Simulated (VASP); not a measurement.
**Si2BiTe5: single point with PBE**

The system is Si2BiTe5.

```
Si Bi Te
1.0
     4.01180    0.00000    0.00000
    -2.00590    3.47432    0.00000
     0.00000    0.00000   17.29306
Si Bi Te
2 1 5
Direct
  0.00000 0.00000 0.70787
  0.33333 0.66667 0.10237
  0.00000 0.00000 0.34119
  0.66667 0.33333 0.61618
  0.33333 0.66667 0.79588
  0.00000 0.00000 0.01739
  0.66667 0.33333 0.19918
  0.33333 0.66667 0.45295
```

| Quantity | Value |
| --- | --- |
| Program | VASP 6.6.1 |
| Task | single point |
| Functional | PBE |
| Potentials or basis | VASP PAW PBE potentials, release 64 (Si, Bi_d, Te) |
| Cutoff | 520 eV |
| k mesh | 5 × 5 × 1 |
| Occupations | gaussian, width 0.2 eV |
| Spin | no spin polarisation |
| Dipole correction | no |
| Further INCAR settings | ALGO = Normal; EDIFF = 1e-06; NBANDS = 36 |

The pressure is 0.0 GPa and the largest force is 0.072 eV/Å.

Forces on the atoms (eV/Å):
```
Si   0.000  0.000 -0.003
Si   0.000  0.000  0.032
Bi   0.000  0.000 -0.072
Te   0.000  0.000 -0.008
Te   0.000  0.000  0.010
Te   0.000  0.000 -0.029
Te   0.000  0.000  0.007
Te   0.000  0.000  0.064
```

Stress tensor (GPa, compression positive):
```
-0.04  0.00  0.00
 0.00 -0.04  0.00
 0.00  0.00  0.14
```

Levels at points of the mesh, in eV from the Fermi level:
| k point | band 24 | band 25 | band 26 | band 27 | band 28 | band 29 |
| --- | --- | --- | --- | --- | --- | --- |
| (0.00, 0.00, 0.00) | -0.63 | -0.37 | -0.37 | 0.53 | 0.90 | 1.67 |

It took 54 s on 1 thread of Intel(R) Xeon(R) 6975P-C (Granite Rapids), with other jobs on the host, peak memory 0.35 GiB.

Caveat: the k points lie up to 0.36 Å⁻¹ apart; spin-orbit coupling is left out, which moves the levels of the heavy elements; this functional lacks dispersion, which binds the layers, so the pressure and a relaxed spacing across them are unreliable.
